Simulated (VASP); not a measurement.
# InP (P-3m1) in VASP: single point with PBE

Aim: the single point of InP with PBE.

Everything below comes from runs of VASP 6.6.1. Logs are shortened: lines on timing, memory, paths and dates and some standing lists are left out, and cuts for length are marked.

## 1. The cell of the first run

Symmetry: P-3m1, No. 164, trigonal system. Conventional cell: a = 3.989 Å, b = 3.989 Å, c = 15.746 Å, α = 90.00°, β = 90.00°, γ = 120.00°. In (site symmetry 3m) has 6 P at 2.75 to 2.82 Å within 3.6 Å. Within 3.6 Å of In (site symmetry 3m) lie 6 P at 2.74 to 2.84 Å. In (site symmetry -3m) has 6 P at 2.80 Å within 3.7 Å. P (site symmetry 3m) has 6 In at 2.75 to 2.84 Å and 1 P at 3.12 Å within 3.6 Å. Within 3.6 Å of P (site symmetry 3m) lie 6 In at 2.74 to 2.80 Å. Within 3.7 Å of P (site symmetry -3m) lie 6 In at 2.82 Å and 2 P at 3.12 Å.

## 2. Single point, PBE

INCAR reads:

```
PREC     = Accurate       # precision mode
ENCUT    = 520            # plane-wave cutoff, eV
EDIFF    = 1E-6           # SCF threshold, eV
ISMEAR   = 0              # smearing method
SIGMA    = 0.1            # smearing width, eV
LREAL    = F              # projectors in reciprocal space
LASPH    = T              # aspherical terms in the spheres
NELM     = 60             # most SCF steps
ALGO     = Normal         # electronic algorithm
ISIF     = 2              # what is computed and relaxed
LWAVE    = F              # write WAVECAR
LCHARG   = F              # write CHGCAR
GGA      = PE             # functional
NBANDS   = 56             # bands
```

KPOINTS reads:

```
regular mesh
0
Gamma
  12 12 3
```

POSCAR reads:

```
InP
1.0
    3.9892662566      0.0000000000      0.0000000000
   -1.9946331283      3.4548059207      0.0000000000
    0.0000000000      0.0000000000     15.7463485698
In P
5 5
Direct
    0.0000000000      0.0000000000      0.0030760379
    0.3333333333      0.6666666667      0.2038875123
    0.6666666667      0.3333333333      0.4000000000
    0.0000000000      0.0000000000      0.5961124877
    0.3333333333      0.6666666667      0.7969239621
    0.6666666667      0.3333333333      0.0982999160
    0.0000000000      0.0000000000      0.2985618286
    0.3333333333      0.6666666667      0.5014381714
    0.6666666667      0.3333333333      0.7017000840
    0.6666666667      0.3333333333      0.9000000000
```

Potentials or basis: VASP PAW PBE potentials, release 64 (In_d, P).

Command:

```bash
cat potpaw_PBE.64/In_d/POTCAR potpaw_PBE.64/P/POTCAR > POTCAR
mpirun -np 1 vasp_std > vasp.out
```

OUTCAR:

```text
PREC = Accurate
   ENCUT = 520
   EDIFF = 1E-6
   ISMEAR = 0
   LREAL = F
   LASPH = T
   NELM = 60
   ISIF = 2
   GGA = PE

 ion  position               nearest neighbor table
   1  0.000  0.000  0.003-   6 2.75   6 2.75   6 2.75  10 2.82  10 2.82  10 2.82   2 3.91   2 3.91
                             2 3.91   5 3.98   5 3.98   5 3.98
   2  0.333  0.667  0.204-   7 2.74   7 2.74   7 2.74   6 2.84   6 2.84   6 2.84   3 3.85   3 3.85
                             3 3.85   1 3.91   1 3.91   1 3.91
   3  0.667  0.333  0.400-   8 2.80   7 2.80   8 2.80   7 2.80   7 2.80   8 2.80   2 3.85   4 3.85
                             2 3.85   4 3.85   4 3.85   2 3.85
   4  0.000  0.000  0.596-   8 2.74   8 2.74   8 2.74   9 2.84   9 2.84   9 2.84   3 3.85   3 3.85
                             3 3.85   5 3.91   5 3.91   5 3.91
   5  0.333  0.667  0.797-   9 2.75   9 2.75   9 2.75  10 2.82  10 2.82  10 2.82   4 3.91   4 3.91
                             4 3.91   1 3.98   1 3.98   1 3.98
   6  0.667  0.333  0.098-   1 2.75   1 2.75   1 2.75   2 2.84   2 2.84   2 2.84
   7  0.000  0.000  0.299-   2 2.74   2 2.74   2 2.74   3 2.80   3 2.80   3 2.80
   8  0.333  0.667  0.501-   4 2.74   4 2.74   4 2.74   3 2.80   3 2.80   3 2.80
   9  0.667  0.333  0.702-   5 2.75   5 2.75   5 2.75   4 2.84   4 2.84   4 2.84
  10  0.667  0.333  0.900-   5 2.82   1 2.82   5 2.82   1 2.82   1 2.82   5 2.82

  LATTYP: Found a hexagonal cell.
 ALAT       =     3.9892662566
 C/A-ratio  =     3.9471791445

  Lattice vectors:

 A1 = (   3.9892662566,   0.0000000000,   0.0000000000)
 A2 = (  -1.9946331283,   3.4548059207,   0.0000000000)
 A3 = (   0.0000000000,   0.0000000000,  15.7463485698)

Analysis of symmetry for initial positions (statically):
=====================================================================
 Subroutine PRICEL returns:
 Original cell was already a primitive cell.

 Routine SETGRP: Setting up the symmetry group for a
 hexagonal supercell.

 Subroutine GETGRP returns: Found 12 space group operations
 (whereof  6 operations were pure point group operations)
 out of a pool of 24 trial point group operations.

The static configuration has the point symmetry C_3v.
 The point group associated with its full space group is D_3d.

Analysis of symmetry for dynamics (positions and initial velocities):
=====================================================================
 Subroutine PRICEL returns:
 Original cell was already a primitive cell.

 Routine SETGRP: Setting up the symmetry group for a
 hexagonal supercell.

 Subroutine GETGRP returns: Found 12 space group operations
 (whereof  6 operations were pure point group operations)
 out of a pool of 24 trial point group operations.

The dynamic configuration has the point symmetry C_3v.
 The point group associated with its full space group is D_3d.

 Subroutine INISYM returns: Found 12 space group operations
 (whereof  6 operations are pure point group operations),
 and found     1 'primitive' translations

----------------------------------------------------------------------------------------

                                     Primitive cell

  volume of cell :     217.0184

  direct lattice vectors                    reciprocal lattice vectors
     3.989266257  0.000000000  0.000000000     0.250672664  0.144725930  0.000000000
    -1.994633128  3.454805921  0.000000000     0.000000000  0.289451860  0.000000000
     0.000000000  0.000000000 15.746348570     0.000000000  0.000000000  0.063506787

  length of vectors
     3.989266257  3.989266257 15.746348570     0.289451860  0.289451860  0.063506787

  position of ions in fractional coordinates (direct lattice)
     0.000000000  0.000000000  0.003076038
     0.333333333  0.666666667  0.203887512
     0.666666667  0.333333333  0.400000000
     0.000000000  0.000000000  0.596112488
     0.333333333  0.666666667  0.796923962
     0.666666667  0.333333333  0.098299916
     0.000000000  0.000000000  0.298561829
     0.333333333  0.666666667  0.501438171
     0.666666667  0.333333333  0.701700084
     0.666666667  0.333333333  0.900000000

  ion indices of the primitive-cell ions
   primitive index   ion index
                 1           1
                 2           2
                 3           3
                 4           4
                 5           5
                 6           6
                 7           7
                 8           8
                 9           9
                10          10

----------------------------------------------------------------------------------------

 KPOINTS: regular mesh

Automatic generation of k-mesh.
 Grid dimensions read from file:
 generate k-points for:   12   12    3

 Generating k-lattice:

  Cartesian coordinates                     Fractional coordinates (reciprocal lattice)
     0.020889389  0.012060494  0.000000000     0.083333333  0.000000000  0.000000000
     0.000000000  0.024120988  0.000000000     0.000000000  0.083333333  0.000000000
     0.000000000  0.000000000  0.021168929     0.000000000  0.000000000  0.333333333

  Length of vectors
     0.024120988  0.024120988  0.021168929

  Shift w.r.t. Gamma in fractional coordinates (k-lattice)
     0.000000000  0.000000000  0.000000000

 Subroutine IBZKPT returns following result:
 ===========================================

 Found     50 irreducible k-points:

 Following reciprocal coordinates:
            Coordinates               Weight
  0.000000  0.000000  0.000000      1.000000
  0.083333  0.000000  0.000000      6.000000
  0.166667  0.000000  0.000000      6.000000
  0.250000  0.000000  0.000000      6.000000
  0.333333  0.000000  0.000000      6.000000
  0.416667  0.000000  0.000000      6.000000
[... 16 lines left out ...]
  0.166667  0.000000  0.333333      6.000000
  0.000000  0.166667  0.333333      6.000000
 [... further k-points ...]
   k-points           NKPTS =     50   k-points in BZ     NKDIM =     50   number of bands    NBANDS=     56
   number of dos      NEDOS =    301   number of ions     NIONS =     10
   total plane-waves  NPLWV = 108000
   dimension x,y,z NGX =    30 NGY =   30 NGZ =  120
   dimension x,y,z NGXF=    60 NGYF=   60 NGZF=  240
   ions per type =               5   5
   NGX,Y,Z   is equivalent  to a cutoff of  12.50, 12.50, 12.67 a.u.
   NGXF,Y,Z  is equivalent  to a cutoff of  25.00, 25.00, 25.34 a.u.
 SYSTEM =  unknown system
   PREC   = accura    normal or accurate (medium, high low for compatibility)
   ISTART =      0    job   : 0-new  1-cont  2-samecut
   ICHARG =      2    charge: 1-file 2-atom 10-const
   ISPIN  =      1    spin polarized calculation?
   LNONCOLLINEAR =      F non collinear calculations
   LSORBIT =      F    spin-orbit coupling
   LASPH  =      T    aspherical Exc in radial PAW
   ENCUT  =  520.0 eV  38.22 Ry    6.18 a.u.   7.42  7.42 29.28*2*pi/ulx,y,z
   NELM   =     60;   NELMIN=  2; NELMDL= -5     # of ELM steps
   EDIFF  = 0.1E-05   stopping-criterion for ELM
   LREAL  =      F    real-space projection
   EDIFFG = 0.1E-04   stopping-criterion for IOM
   NSW    =      0    number of steps for IOM
   IBRION =     -1    ionic relax: 0-MD 1-quasi-New 2-CG
   NFREE  =      0    steps in history (QN), initial steepest desc. (CG)
   ISIF   =      2    stress and relaxation
   ISYM   =      2    0-nonsym 1-usesym 2-fastsym
   POTIM  = 0.5000    time-step for ionic-motion
   TEBEG  =    0.0;   TEEND  =   0.0 temperature during run
   PSTRESS=    0.0 pullay stress
   NELECT =      90.0000    total number of electrons
   NUPDOWN=      -1.0000    fix difference up-down
   EMIN   =  10.00;   EMAX   =-10.00  energy-range for DOS
   EFERMI =   0.00;   METHOD = LEGACY
   ISMEAR =     0;   SIGMA  =   0.10  broadening in eV -4-tet -1-fermi 0-gaus
   EFERMI_NEDOS =   21; number of points for ismear=-14 and -15
   IALGO  =     38    algorithm
   IMIX   =      4    mixing-type and parameters
     AMIX     =   0.40;   BMIX     =  1.00
     AMIX_MAG =   1.60;   BMIX_MAG =  1.00
  volume/ion in A,a.u.               =      21.70       146.45
  Fermi-wavevector in a.u.,A,eV,Ry     =   1.220835  2.307043 20.278627  1.490437
  Thomas-Fermi vector in A             =   2.356038
   LORBIT       =      0    0 simple, 1 ext, 2 COOP (PROOUT), +10 PAW based schemes
   GGA     = PE    functional components
   LHFCALC =     F    Hartree Fock is set to
   AEXX    =    0.0000 exact exchange contribution
   IVDW    =     0    specifies the selected vdW correction
   LEPSILON=     F    determine dielectric tensor
   LRPA    =     F    only Hartree local field effects (RPA)
 non-spin polarized calculation
 Gauss-broadening in eV      SIGMA  =   0.10
  energy-cutoff  :      520.00
  volume of cell :      217.02
 maximum number of plane-waves:      5884
 NGX is ok and might be reduce to    30
   NGX = 15   NGY = 15   NGZ = 59

 number of electron      89.9999974 magnetization

 Free energy of the ion-electron system (eV)
  ---------------------------------------------------
  ext. energy  EPLUGINS =         0.00000000
  ---------------------------------------------------
  free energy    TOTEN  =       -39.07566549 eV

  energy without entropy =      -39.05110493  energy(sigma->0) =      -39.06338521

 E-fermi :   7.0075     XC(G=0): -10.2789

 val. band max:        7.0022125342   @ k =   0.3333   0.0000   0.0000
 cond. band min:       7.0238372519   @ k =   0.2500   0.0000   0.3333
 fundamental gap:      0.0216247177
 Fermi energy:         7.0075044454

 k-point     1 :       0.0000    0.0000    0.0000
  band No.  band energies     occupation
      1      -7.4422      2.00000
      2      -7.4422      2.00000
      3      -7.4386      2.00000
      4      -7.4386      2.00000
      5      -7.4029      2.00000
      6      -7.3971      2.00000
[... 1405 lines left out ...]
     55      11.2746      0.00000
     56      11.6152      0.00000

 [... further k-points ...]

------------------------ aborting loop because EDIFF is reached ----------------------------------------

  FORCE on cell =-STRESS in cart. coord.  units (eV):
  Direction    XX          YY          ZZ          XY          YZ          ZX
  --------------------------------------------------------------------------------------
  -------------------------------------------------------------------------------------
  Total       -0.0409444     -0.0409444     -0.0725095      0.0000000      0.0000000      0.0000000
  in kB       -0.3022791     -0.3022791     -0.5353143      0.0000000      0.0000000      0.0000000
  external PRESSURE =      -0.3799575 kB  Pullay stress =       0.0000000 kB

 VOLUME and BASIS-vectors are now :
 -----------------------------------------------------------------------------
  energy-cutoff  :      520.00
  volume of cell :      217.02
      direct lattice vectors                 reciprocal lattice vectors
     3.989266257  0.000000000  0.000000000     0.250672664  0.144725930  0.000000000
    -1.994633128  3.454805921  0.000000000     0.000000000  0.289451860  0.000000000
     0.000000000  0.000000000 15.746348570     0.000000000  0.000000000  0.063506787

 POSITION                                       TOTAL-FORCE (eV/Angst)
 -----------------------------------------------------------------------------------
      0.00000      0.00000      0.04844         0.000000     -0.000000      0.000718
     -0.00000      2.30320      3.21048         0.000000      0.000000      0.001846
      1.99463      1.15160      6.29854         0.000000      0.000000     -0.000000
      0.00000      0.00000      9.38660        -0.000000     -0.000000     -0.001846
     -0.00000      2.30320     12.54864        -0.000000      0.000000     -0.000718
      1.99463      1.15160      1.54786        -0.000000     -0.000000     -0.001067
      0.00000      0.00000      4.70126         0.000000      0.000000     -0.002569
     -0.00000      2.30320      7.89582        -0.000000     -0.000000      0.002569
      1.99463      1.15160     11.04921         0.000000      0.000000      0.001067
      1.99463      1.15160     14.17171        -0.000000      0.000000      0.000000
 -----------------------------------------------------------------------------------
    total drift:                                0.000000     -0.000000     -0.000000

  FREE ENERGIE OF THE ION-ELECTRON SYSTEM (eV)
  ---------------------------------------------------
  free  energy   TOTEN  =       -39.0756654867 eV

  energy  without entropy=      -39.0511049341  energy(sigma->0) =      -39.06338521
```

It took 31 min on 1 thread of Intel Xeon 8259CL, shared host; peak memory 0.6 GiB.

Results:

```
Free energy            : -39.0757 eV
Pressure               : 0.0 GPa
Band gap on the k mesh : zero (bands 45 and 46 overlap by 1.05 eV)
```

Forces in eV/Å, atoms in the order of the input:
```
In   0.000  0.000  0.001
In   0.000  0.000  0.002
In   0.000  0.000  0.000
In   0.000  0.000 -0.002
In   0.000  0.000 -0.001
P    0.000  0.000 -0.001
P    0.000  0.000 -0.003
P    0.000  0.000  0.003
P    0.000  0.000  0.001
P    0.000  0.000  0.000
```

Caveat: spin-orbit coupling is left out, which moves the levels of the heavy elements.

The gap in the log of VASP goes by the Fermi energy; the results here count the filled bands.